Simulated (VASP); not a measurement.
# Si in VASP: notebook, part 2 of 2

VASP 6.6.1.

### 3 Single point, r2SCAN (biaxial xy strain -2.6%)

The input, POSCAR:

```
Si
1.0
    0.0000000000      2.6524326524      2.7221188962
    2.6524326524      0.0000000000      2.7221188962
    2.6524326524      2.6524326524      0.0000000000
Si
2
Direct
    0.0000000000      0.0000000000      0.0000000000
    0.2500000000      0.2500000000      0.2500000000
```

The input, INCAR.step1:

```
ALGO     = Normal         # electronic algorithm
EDIFF    = 1E-4           # SCF threshold, eV
ENCUT    = 520            # plane-wave cutoff, eV
GGA      = PE             # functional
ISMEAR   = 0              # smearing method
LASPH    = T              # aspherical terms in the spheres
LCHARG   = F              # write CHGCAR
LREAL    = F              # projectors in reciprocal space
LWAVE    = T              # write WAVECAR
NBANDS   = 11             # bands
NELM     = 100            # most SCF steps
PREC     = Accurate       # precision mode
SIGMA    = 0.01           # smearing width, eV
```

The input, INCAR.step2:

```
ALGO     = Normal         # electronic algorithm
EDIFF    = 1E-7           # SCF threshold, eV
ENCUT    = 520            # plane-wave cutoff, eV
ISIF     = 2              # what is computed and relaxed
ISMEAR   = 0              # smearing method
ISTART   = 1            
LASPH    = T              # aspherical terms in the spheres
LCHARG   = F              # write CHGCAR
LMIXTAU  = T            
LREAL    = F              # projectors in reciprocal space
LWAVE    = F              # write WAVECAR
METAGGA  = R2SCAN         # meta-GGA
NBANDS   = 11             # bands
NELM     = 100            # most SCF steps
PREC     = Accurate       # precision mode
SIGMA    = 0.01           # smearing width, eV
```

The input, KPOINTS:

```
k-points
0
Gamma
  8 8 8
```

Potentials or basis: VASP PAW PBE potentials, release 64 (Si).

Started as:

```bash
$ cat potpaw_PBE.64/Si/POTCAR > POTCAR
$ cp INCAR.step1 INCAR
$ mpirun -np 1 vasp_std > vasp.out
$ cp INCAR.step2 INCAR
$ mpirun -np 1 vasp_std > vasp.out
```

It took 82 s on 1 thread of Intel Xeon 8259CL, shared host; peak memory 0.17 GiB.

The run converged. Its results:

```yaml
Free_energy: -17.5102 eV
Pressure: 5.3 GPa
Band_gap_on_the_k_mesh: 0.59 eV (least direct gap 2.68 eV)
```

Stress tensor (GPa, compression positive):
```
6.30 0.00 0.00
0.00 6.30 0.00
0.00 0.00 3.39
```

Levels at points of the mesh, in eV from the valence-band top:
```tsv
k point	band 2	band 3	band 4	band 5	band 6	band 7
(0.00, 0.00, 0.00)	-0.21	0.00	0.00	2.68	2.68	2.78
(0.50, 0.00, 0.00)	-7.56	-1.52	-1.24	1.95	3.43	3.61
(0.50, 0.50, 0.00)	-8.50	-3.06	-3.06	0.91	0.91	11.26
(0.50, 0.00, 0.50)	-8.32	-3.27	-3.27	0.69	0.69	11.02
```

Caveat: the cell differs from its parent crystal (biaxial xy strain -2.6%); the cell stands under pressure; the PAW data sets were made with another functional, which shifts forces and pressure a little. A k mesh can miss the band edges.

### 4 Single point, PBE (shear xy strain -1.1%)

The input, INCAR:

```
  PREC = Accurate
  ENCUT = 520
  EDIFF = 1E-6
  ISMEAR = -1
  SIGMA = 0.02
  LREAL = F
  LASPH = T
  NELM = 80
  ALGO = Normal
  ISIF = 2
  LWAVE = F
  LCHARG = F
  GGA = PE
  NBANDS = 11
```

The input, KPOINTS:

```
Automatic mesh
0
Gamma
  8 8 8
```

The input, POSCAR:

```
Si
1.0
   -0.0151077599      2.7221188962      2.7221188962
    2.7221188962     -0.0151077599      2.7221188962
    2.7070111363      2.7070111363      0.0000000000
Si
2
Direct
   -0.0006963670     -0.0006963670      0.0006963670
    0.2506963670      0.2506963670      0.2493036330
```

Started as:

```bash
$ cat potpaw_PBE.64/Si/POTCAR > POTCAR
$ mpirun -np 1 vasp_std > vasp.out
```

Run time: 38 s. Hardware: 1 thread of Intel Xeon 8259CL, shared host; peak memory 0.17 GiB.

Results (log left out):

```
Free energy            : -10.8428 eV
Pressure               : 1.2 GPa
Largest force          : 0.005 eV/Å
Band gap on the k mesh : 0.57 eV (least direct gap 2.45 eV)
```

Forces in eV/Å, atoms in the order of the input:
```
Si   0.000  0.000 -0.005
Si   0.000  0.000  0.005
```

Stress tensor (GPa, compression positive):
```
1.24 0.86 0.00
0.86 1.24 0.00
0.00 0.00 1.24
```

Levels at points of the mesh, in eV from the valence-band top:
| k point | band 1 | band 2 | band 3 | band 4 | band 5 | band 6 | band 7 | band 8 |
| --- | --- | --- | --- | --- | --- | --- | --- | --- |
| (0.00, 0.00, 0.00) | -11.96 | -0.10 | -0.05 | 0.00 | 2.45 | 2.50 | 2.58 | 3.26 |
| (0.50, 0.00, 0.00) | -9.67 | -6.99 | -1.23 | -1.19 | 1.52 | 3.29 | 3.34 | 7.71 |
| (0.50, 0.50, 0.00) | -7.86 | -7.82 | -2.95 | -2.81 | 0.59 | 0.76 | 9.97 | 10.04 |
| (0.00, 0.00, 0.50) | -9.62 | -6.97 | -1.29 | -1.25 | 1.41 | 3.24 | 3.29 | 7.63 |
| (0.50, 0.00, 0.50) | -7.84 | -7.84 | -2.88 | -2.88 | 0.67 | 0.67 | 9.99 | 9.99 |

Caveat: the cell differs from its parent crystal (shear xy strain -1.1%). A k mesh can miss the band edges.

### 5 Single point, r2SCAN (shear xy strain -1.1%)

POSCAR is that of step 4.

The input, INCAR.step1:

```
SYSTEM = Si
PREC = Accurate
ENCUT = 520
ISMEAR = 0
SIGMA = 0.01
LREAL = .FALSE.
LASPH = .TRUE.
NELM = 80
NBANDS = 11
GGA = PE
ALGO = Normal
EDIFF = 1E-4
LWAVE = .TRUE.
LCHARG = .FALSE.
```

The input, INCAR.step2:

```
SYSTEM = Si
PREC = Accurate
ENCUT = 520
EDIFF = 1E-7
ISMEAR = 0
SIGMA = 0.01
LREAL = .FALSE.
LASPH = .TRUE.
NELM = 80
ALGO = Normal
ISIF = 2
LWAVE = .FALSE.
LCHARG = .TRUE.
METAGGA = R2SCAN
LMIXTAU = .TRUE.
LELF = .TRUE.
LVHAR = .TRUE.
NBANDS = 11
ISTART = 1
```

The input, KPOINTS:

```
Automatic mesh
0
G
  8 8 8
  0 0 0
```

Started as:

```bash
$ cat potpaw_PBE.64/Si/POTCAR > POTCAR
$ cp INCAR.step1 INCAR
$ mpirun -np 1 vasp_std > vasp.out
$ cp INCAR.step2 INCAR
$ mpirun -np 1 vasp_std > vasp.out
```

It took 2.8 min on 1 thread of Intel Xeon 8259CL, shared host; peak memory 0.18 GiB.

It converged, with:

| Property | Result |
| --- | --- |
| Free energy | -17.5459 eV |
| Pressure | -0.2 GPa |
| Band gap on the k mesh | 0.77 eV (least direct gap 2.64 eV) |

Stress tensor (GPa, compression positive):
```
-0.23  0.91  0.00
 0.91 -0.23  0.00
 0.00  0.00 -0.24
```

Levels at points of the mesh, in eV from the valence-band top:
```tsv
k point	band 1	band 2	band 3	band 4	band 5	band 6	band 7	band 8	band 9
(0.00, 0.00, 0.00)	-12.53	-0.10	-0.05	0.00	2.64	2.69	2.77	3.86	8.07
(0.50, 0.00, 0.00)	-10.12	-7.29	-1.30	-1.27	1.86	3.54	3.59	8.32	11.00
(0.50, 0.50, 0.00)	-8.21	-8.16	-3.12	-2.97	0.80	0.97	10.72	10.80	11.54
(0.00, 0.00, 0.50)	-10.06	-7.28	-1.37	-1.33	1.74	3.49	3.54	8.23	11.06
(0.50, 0.00, 0.50)	-8.19	-8.19	-3.04	-3.04	0.88	0.88	10.75	10.75	11.54
```

Caveat: the cell differs from its parent crystal (shear xy strain -1.1%); the PAW data sets were made with another functional, which shifts forces and pressure a little.

### 6 Single point, HSE06 (biaxial xy strain -2.6%)

The input, POSCAR:

```
Si
1.0
    0.0000000000      2.6524326524      2.7221188962
    2.6524326524      0.0000000000      2.7221188962
    2.6524326524      2.6524326524      0.0000000000
Si
2
Direct
    0.0000000000      0.0000000000      0.0000000000
    0.2500000000      0.2500000000      0.2500000000
```

The input, INCAR.step1:

```
PREC = Accurate
ENCUT = 520
EDIFF = 1E-5
ISMEAR = 0
SIGMA = 0.01
LREAL = False
LASPH = True
NELM = 80
ALGO = Normal
ISIF = 2
LWAVE = True
LCHARG = False
GGA = PE
NBANDS = 11
```

The input, INCAR.step2:

```
PREC = Accurate
ENCUT = 520
EDIFF = 1E-6
ISMEAR = 0
SIGMA = 0.01
LREAL = False
LASPH = True
NELM = 80
ALGO = Normal
ISIF = 2
LWAVE = False
LCHARG = False
GGA = PE
LHFCALC = True
HFSCREEN = 0.2079
PRECFOCK = Normal
ISTART = 1
NBANDS = 11
```

The input, KPOINTS:

```
regular mesh
0
Gamma
  6 6 6
```

Potentials or basis: VASP PAW PBE potentials, release 64 (Si).

Started as:

```bash
$ cat potpaw_PBE.64/Si/POTCAR > POTCAR
$ cp INCAR.step1 INCAR
$ mpirun -np 1 vasp_std > vasp.out
$ cp INCAR.step2 INCAR
$ mpirun -np 1 vasp_std > vasp.out
```

Wall time 24 min (1 thread of Intel Xeon 8259CL, shared host); peak memory 0.27 GiB.

It converged, with:

| Property | Result |
| --- | --- |
| Free energy | -12.4992 eV |
| Pressure | 5.0 GPa |
| Band gap on the k mesh | 1.06 eV (least direct gap 3.25 eV) |

Stress tensor (GPa, compression positive):
```
6.01 0.00 0.00
0.00 6.01 0.00
0.00 0.00 3.12
```

Levels at points of the mesh, in eV from the valence-band top:
```tsv
k point	band 1	band 2	band 3	band 4	band 5	band 6	band 7	band 8	band 9
(0.00, 0.00, 0.00)	-13.69	-0.20	0.00	0.00	3.25	3.25	3.34	4.80	8.48
(0.50, 0.00, 0.00)	-10.97	-8.02	-1.56	-1.28	2.32	3.97	4.17	8.62	11.72
(0.50, 0.50, 0.00)	-9.01	-9.01	-3.18	-3.18	1.28	1.28	11.87	11.87	12.27
(0.50, 0.00, 0.50)	-8.84	-8.84	-3.40	-3.40	1.06	1.06	11.63	11.63	12.53
```

Caveat: the cell differs from its parent crystal (biaxial xy strain -2.6%); the cell stands under pressure; the PAW data sets were made with another functional, which shifts forces and pressure a little.

### 7 The runs side by side

| level | cell | k mesh | smearing | grid for exact exchange (PRECFOCK) | share of exact exchange | screening parameter | gap on the mesh (eV) | pressure (GPa) |
| --- | --- | --- | --- | --- | --- | --- | --- | --- |
| PBE | a = 3.801, b = 3.801, c = 3.751 Å, angles 60.4, 60.4, 59.1°, 2 atoms, biaxial xy strain -2.6% | 8 × 8 × 8 | fermi-dirac 0.02 eV | - | - | - | 0.40 | 6.7 |
| r2SCAN | a = 3.801, b = 3.801, c = 3.751 Å, angles 60.4, 60.4, 59.1°, 2 atoms, biaxial xy strain -2.6% | 8 × 8 × 8 | gaussian 0.01 eV | - | - | - | 0.59 | 5.3 |
| PBE | a = 3.850, b = 3.850, c = 3.828 Å, angles 60.2, 60.2, 60.4°, 2 atoms, shear xy strain -1.1% | 8 × 8 × 8 | fermi-dirac 0.02 eV | - | - | - | 0.57 | 1.2 |
| r2SCAN | a = 3.850, b = 3.850, c = 3.828 Å, angles 60.2, 60.2, 60.4°, 2 atoms, shear xy strain -1.1% | 8 × 8 × 8 | gaussian 0.01 eV | - | - | - | 0.77 | -0.2 |
| HSE06 | a = 3.801, b = 3.801, c = 3.751 Å, angles 60.4, 60.4, 59.1°, 2 atoms, biaxial xy strain -2.6% | 6 × 6 × 6 | gaussian 0.01 eV | Normal | 0.25 | 0.2079 1/Å | 1.06 | 5.0 |

Alike in all rows: task single point; potentials or basis VASP PAW PBE potentials, release 64 (Si); no spin polarisation; cutoff (eV) 520.

Caveats: the cell stands under pressure (at least some runs); the PAW data sets were made with another functional, which shifts forces and pressure a little (at least some runs).

Absolute energies hang on the potentials; compare differences alone.
